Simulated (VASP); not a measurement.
Wanted: the native input for a VASP 6.6.1 run.

| Item | Value |
| --- | --- |
| Task | single point |
| Functional | PBE |
| Potentials or basis | VASP PAW PBE potentials, release 64 (O) |
| Cutoff | 520 eV |
| k mesh | 17 × 17 × 17 |
| Occupations | fermi-dirac, width 0.05 eV |
| Spin | no spin polarisation |
| Dipole correction | no |
| Further INCAR settings | ALGO = Normal; EDIFF = 1e-07; NBANDS = 9 |

The structure of O lies in POSCAR:

```
O
1.0
    1.9211713954      0.0000000000      0.0000000000
    0.0000000000      1.9211713954      0.0000000000
    0.0000000000      0.0000000000      1.9211713954
O
1
Direct
    0.0000000000      0.0000000000      0.0000000000
```

These files were run (other wordings do the same):

INCAR

```
SYSTEM = O
PREC     = Accurate       ! precision mode
ENCUT    = 520            ! plane-wave cutoff, eV
EDIFF    = 1E-7           ! SCF threshold, eV
ISMEAR   = -1             ! smearing method
SIGMA    = 0.05           ! smearing width, eV
LREAL    = .FALSE.        ! projectors in reciprocal space
LASPH    = .TRUE.         ! aspherical terms in the spheres
NELM     = 60             ! most SCF steps
ALGO     = Normal         ! electronic algorithm
ISIF     = 2              ! what is computed and relaxed
LWAVE    = .FALSE.        ! write WAVECAR
LCHARG   = .TRUE.         ! write CHGCAR
GGA      = PE             ! functional
LELF     = .TRUE.         ! ELF
LVHAR    = .TRUE.       
NBANDS   = 9              ! bands
```

KPOINTS

```
Automatic mesh
0
G
  17 17 17
  0 0 0
```

Potentials or basis: VASP PAW PBE potentials, release 64 (O).

The run is started by

```console
$ cat potpaw_PBE.64/O/POTCAR > POTCAR
$ mpirun -np 1 vasp_std > vasp.out
```

It gave:

| Quantity | Value |
| --- | --- |
| Pressure | 25.8 GPa |
| Band gap on the k mesh | zero (band 3 reaches 6.58 eV, above the bottom of band 4 at 0.15 eV) |

Run time: 3.8 s on 1 thread of Intel(R) Xeon(R) 6975P-C (Granite Rapids) (shared host), peak memory 0.11 GiB.
